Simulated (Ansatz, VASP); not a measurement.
## One calculation of BaSiGe, two programs

```xyz
6
Lattice="4.6357 0.0000 0.0000 0.0000 4.6357 0.0000 0.0000 0.0000 40.0490" Properties=species:S:1:pos:R:3 pbc="T T T"
Ba    0.0000    0.0000    8.6513
Ba    2.3178    2.3178   14.3487
Si    2.3178    2.3178    8.7289
Si    0.0000    0.0000   14.2711
Ge    2.3178    2.3178   11.0107
Ge    0.0000    0.0000   11.9893
```

Alike in both runs: functional PBE; dispersion D3(BJ); k mesh 4 × 4 × 1; occupations gaussian, width 0.1 eV; no spin polarisation.

Ansatz relaxed the structure, and its values are those at the end. VASP's run is a single point on that final structure, the one shown.

|  | VASP | Ansatz |
| --- | --- | --- |
| version | VASP 6.6.1 | Ansatz 0.2.0 |
| potentials or method | VASP PAW PBE potentials, release 64 (Ba_sv, Si, Ge_d), cutoff 520 eV | scalar-relativistic, plane waves, PAW |
| valence electrons in the cell | 56 | 56 |

```tsv
	VASP	Ansatz	Ansatz less VASP
gap on the k mesh at the Fermi level (eV)	none	none	-
rms of the force components (eV/Å)	0.008	0.007	-0.0011
```

A gap of «none» marks a metal or a gap that the smearing closes. Ansatz's warnings: dispersion switch in reach, relaxed geometry near dispersion switch, slab cell height set.

Spin-orbit coupling is off throughout.
